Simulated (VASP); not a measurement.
SnO2: relaxation of cell and atoms with PBE

The system is SnO2.

```
CELL_PARAMETERS angstrom
4.35835 0.00000 0.00000
0.00000 4.35835 0.00000
0.00000 0.00000 3.04640
ATOMIC_POSITIONS crystal
Sn 0.50000 0.50000 0.50000
Sn 0.00000 0.00000 0.00000
O 0.19457 0.80543 0.50000
O 0.80543 0.19457 0.50000
O 0.30543 0.30543 0.00000
O 0.69457 0.69457 0.00000
```

```
Program                : VASP 6.6.1
Task                   : relaxation of cell and atoms
Functional             : PBE
Potentials or basis    : VASP PAW PBE potentials, release 64 (Sn_d, O)
Cutoff                 : 600 eV
k mesh                 : 6 × 6 × 10
Occupations            : gaussian, width 0.02 eV
Spin                   : no spin polarisation
Target pressure        : 90 GPa
Dipole correction      : no
Further INCAR settings : ALGO = Normal; EDIFF = 1e-06; IBRION = 2; EDIFFG = -0.008; NSW = 70; ISIF = 3
```

The relaxed volume is 9.59 Å³/atom. The relaxed cell is a = 4.315 Å, b = 4.315 Å, c = 3.089 Å, α = 90.00°, β = 90.00°, γ = 90.00°. The space group after relaxing (to 0.05 Å) is P4_2/mnm (No. 136), the energy change on relaxing (the enthalpy is what falls) is +29.2 meV/atom and the ionic steps are 7. The pressure after relaxing is 90.0 GPa and the band gap on the k mesh is 3.97 eV, direct.

The path:
| step | energy change (eV) | largest force (eV/Å) | pressure (GPa) | volume (Å³) |
| --- | --- | --- | --- | --- |
| 1 | 0.0000 | 0.1786 | 87.99 | 57.87 |
| 2 | 0.5812 | 0.6845 | 96.65 | 56.85 |
| 3 | 0.2233 | 0.1596 | 91.37 | 57.45 |
| 4 | 0.0359 | 0.2168 | 87.70 | 57.77 |
| 5 | 0.0790 | 0.2032 | 88.55 | 57.70 |
| 6 | 0.2058 | 0.0628 | 90.40 | 57.47 |
| 7 | 0.1755 | 0.0004 | 90.00 | 57.52 |

Final structure:
```cif
data_structure
_symmetry_space_group_name_H-M 'P 1'
_symmetry_Int_Tables_number 1
_cell_length_a 4.3150
_cell_length_b 4.3150
_cell_length_c 3.0892
_cell_angle_alpha 90.000
_cell_angle_beta 90.000
_cell_angle_gamma 90.000
_cell_volume 57.52
loop_
_atom_site_label
_atom_site_type_symbol
_atom_site_fract_x
_atom_site_fract_y
_atom_site_fract_z
_atom_site_occupancy
Sn1 Sn 0.50000 0.50000 0.50000 1
Sn2 Sn 0.00000 0.00000 0.00000 1
O1 O 0.19354 0.80646 0.50000 1
O2 O 0.80646 0.19354 0.50000 1
O3 O 0.30646 0.30646 0.00000 1
O4 O 0.69354 0.69354 0.00000 1
```

Levels at points of the mesh, in eV from the valence-band top:
```csv
k point,band 24,band 25,band 26,band 27,band 28,band 29
"(0.00, 0.00, 0.00)",-0.86,-0.86,0.00,3.97,7.12,7.12
"(0.50, 0.00, 0.00)",-1.11,-0.62,-0.62,6.99,6.99,8.01
"(0.50, 0.50, 0.00)",-1.25,-0.91,-0.91,7.36,7.36,9.03
"(0.00, 0.00, 0.50)",-2.27,-1.52,-1.52,9.06,9.06,11.49
"(0.50, 0.00, 0.50)",-1.42,-0.08,-0.08,9.57,9.57,10.28
"(0.50, 0.50, 0.50)",-1.08,-0.94,-0.94,7.61,7.61,9.93
```

Run time: 4.3 min on 1 thread of Intel(R) Xeon(R) Platinum 8559C (Emerald Rapids), with other jobs on the host, peak memory 0.26 GiB.

Caveat: the cell is relaxed towards a set pressure, so the enthalpy falls and the energy may rise; spin-orbit coupling is left out, which moves the levels of the heavy elements. A hybrid or GW would open this gap; PBE tends to underestimate it.
